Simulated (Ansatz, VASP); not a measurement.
## One calculation of TiAl3, two programs

File INCAR:

```
SYSTEM = TiAl3
ALGO = Fast
EDIFF = 1E-6
ENCUT = 520
GGA = PE
ISIF = 2
ISMEAR = 0
LASPH = .TRUE.
LCHARG = .FALSE.
LREAL = .FALSE.
LWAVE = .FALSE.
NBANDS = 18
NELM = 100
PREC = Accurate
SIGMA = 0.15
```

File KPOINTS:

```
k-points
0
G
  18 18 18
  0 0 0
```

The input POSCAR:

```
TiAl3
1.0
   -1.9226734293      1.9226734293      4.3114047961
    1.9226734293     -1.9226734293      4.3114047961
    1.9226734293      1.9226734293     -4.3114047961
Ti Al
1 3
Direct
   -0.0028345125     -0.0028345125      0.0000000000
    0.5052187167      0.5052187167      0.0000000000
    0.7499049463      0.2499049463      0.5000000000
    0.2499049463      0.7499049463      0.5000000000
```

Input for Ansatz:

```yaml
crystal:
  lattice:
    - [-1.9226734293, 1.9226734293, 4.3114047961]
    - [1.9226734293, -1.9226734293, 4.3114047961]
    - [1.9226734293, 1.9226734293, -4.3114047961]
  atoms:
    - { symbol: Ti, position: [-0.0028345125, -0.0028345125, 0.0] }
    - { symbol: Al, position: [0.5052187167, 0.5052187167, 0.0] }
    - { symbol: Al, position: [0.7499049463, 0.2499049463, 0.5] }
    - { symbol: Al, position: [0.2499049463, 0.7499049463, 0.5] }
basis:
  ecutwfc: 420
kpoints:
  mp_grid: { grid: [18, 18, 18] }
hamiltonian:
  xc: pbe
scf:
  occupations: { method: gaussian, width: 0.15 }
output:
  forces: true
  stress: true
  eigenvalues: true
```

Change from the starting cell: mode 4 (195.7 1/cm) frozen in, largest displacement +0.045 Å.

Alike in both runs: task single point; functional PBE; k mesh 18 × 18 × 18; occupations gaussian, width 0.15 eV; no spin polarisation.

|  | VASP | Ansatz |
| --- | --- | --- |
| version | VASP 6.6.1 | Ansatz 0.2.0 |
| potentials or method | VASP PAW PBE potentials, release 64 (Ti_sv, Al), cutoff 520 eV | scalar-relativistic, plane waves, PAW |
| valence electrons in the cell | 21 | 21 |

|  | VASP | Ansatz | Ansatz less VASP |
| --- | --- | --- | --- |
| gap on the k mesh at the Fermi level (eV) | none | none | - |
| pressure (GPa) | 0.0 | 0.0 | +0.02 |
| traceless stress, the component that is largest in VASP (GPa) | -0.06 | -0.06 | +0.002 |
| rms of the force components (eV/Å) | 0.069 | 0.069 | 0.0000 |

Atom by atom the forces differ by 0.000 eV/Å (rms over components). A gap of «none» marks a metal or a gap that the smearing closes. The functional is the same, so the differences come from potentials, cutoffs and numerics.
